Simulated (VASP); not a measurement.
LiPdF3:

```
Li Pd F
1.0
     5.29277    0.00000    0.00000
    -2.64638    4.58367    0.00000
     0.00000    0.00000    4.71497
Li Pd F
2 2 6
Direct
  0.66667 0.33333 0.25000
  0.33333 0.66667 0.75000
  0.00000 0.00000 0.50000
  0.00000 0.00000 0.00000
  0.32576 0.16288 0.75000
  0.67424 0.83712 0.25000
  0.83712 0.16288 0.75000
  0.16288 0.83712 0.25000
  0.83712 0.67424 0.75000
  0.16288 0.32576 0.25000
```

- Program: VASP 6.6.1
- Task: relaxation of cell and atoms
- Functional: PBEsol
- Potentials or basis: VASP PAW PBE potentials, release 64 (Li_sv, Pd, F)
- Cutoff: 600 eV
- k mesh: 6 × 6 × 6
- Occupations: fermi-dirac, width 0.03 eV
- Spin: no spin polarisation

At the start: pressure 55.9 GPa; volume 11.44 Å³/atom.

Q: How do energy, volume and symmetry change on relaxing?

A: Over 18 steps the energy falls by 702.3 meV/atom and the volume is 13.77 Å³/atom (+20.4 %); space group P6_3/mmc (No. 194, to 0.1 Å) before and after.

The path:
| step | energy change (eV) | largest force (eV/Å) | pressure (GPa) | volume (Å³) |
| --- | --- | --- | --- | --- |
| 1 | 0.0000 | 7.1939 | 55.93 | 114.39 |
| 2 | -0.8188 | 2.2718 | -16.49 | 193.32 |
| 3 | -6.5710 | 0.5652 | -3.23 | 144.79 |
| 4 | -6.6217 | 0.3581 | -1.76 | 142.79 |
| 5 | -6.6398 | 0.1241 | -0.08 | 140.75 |
| 6 | -6.6384 | 0.1909 | -0.56 | 141.31 |
| 7 | -6.6949 | 0.2184 | -0.55 | 141.14 |
| 8 | -6.8298 | 0.1943 | -0.56 | 140.46 |
| 9 | -6.9676 | 0.2690 | -0.87 | 138.39 |
| 10 | -6.9830 | 0.3493 | -1.21 | 137.33 |
| 11 | -6.9497 | 0.3941 | 4.33 | 132.52 |
| 12 | -7.0068 | 0.0751 | 0.81 | 135.39 |
| 13 | -7.0197 | 0.0332 | 0.25 | 136.98 |
| 14 | -7.0222 | 0.0051 | -0.13 | 138.05 |
| 15 | -7.0222 | 0.0066 | -0.12 | 137.99 |
| 16 | -7.0224 | 0.0243 | 0.10 | 137.73 |
| 17 | -7.0224 | 0.0155 | 0.04 | 137.80 |
| 18 | -7.0226 | 0.0100 | 0.00 | 137.73 |

Final structure:
```
Li Pd F
1.0
     5.13138    0.00000    0.00000
    -2.56569    4.44391    0.00000
     0.00000    0.00000    6.03985
Li Pd F
2 2 6
Direct
  0.66667 0.33333 0.25000
  0.33333 0.66667 0.75000
  0.00000 0.00000 0.50000
  0.00000 0.00000 0.00000
  0.33715 0.16858 0.75000
  0.66284 0.83142 0.25000
  0.83142 0.16858 0.75000
  0.16858 0.83142 0.25000
  0.83142 0.66284 0.75000
  0.16858 0.33716 0.25000
```

Caveat: the cutoff is under 1.25 times the usual one of these potentials, so pressure, stress and relaxed cells hold a basis-set (Pulay) error; the volume moved by over 15 % at a fixed basis, so the end points are rough; the PAW data sets were made with another functional, which shifts forces and pressure a little.
